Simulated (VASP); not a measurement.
The system is Ta.

```
Ta
1.0
    -1.65128    1.65128    1.65128
     1.65128   -1.65128    1.65128
     1.65128    1.65128   -1.65128
Ta
1
Direct
  0.00000 0.00000 0.00000
```

```yaml
Program: VASP 6.6.1
Task: relaxation of cell and atoms
Functional: PBEsol
Potentials_or_basis: VASP PAW PBE potentials, release 64 (Ta_pv)
Cutoff: 600 eV
k_mesh: 11 × 11 × 11
Occupations: fermi-dirac, width 0.05 eV
Spin: no spin polarisation
```

At the start: pressure -4.2 GPa; volume 18.01 Å³/atom.

Q: Where does the relaxation end?

A: Over 3 steps the energy falls by 4.8 meV/atom and the volume is 17.65 Å³/atom (-2.0 %); space group Im-3m (No. 229, to 0.05 Å).

Step by step:
```
step  energy change (eV)  largest force (eV/Å)  pressure (GPa)  volume (Å³)
   1              0.0000                0.0000           -4.16        18.01
   2              0.0235                0.0000           11.47        16.82
   3             -0.0048                0.0000           -0.07        17.65
```

Final structure:
```xyz
1
Lattice="-1.6403 1.6403 1.6403 1.6403 -1.6403 1.6403 1.6403 1.6403 -1.6403" Properties=species:S:1:pos:R:3 pbc="T T T"
Ta    0.0000    0.0000    0.0000
```

Caveat: the PAW data sets were made with another functional, which shifts forces and pressure a little.
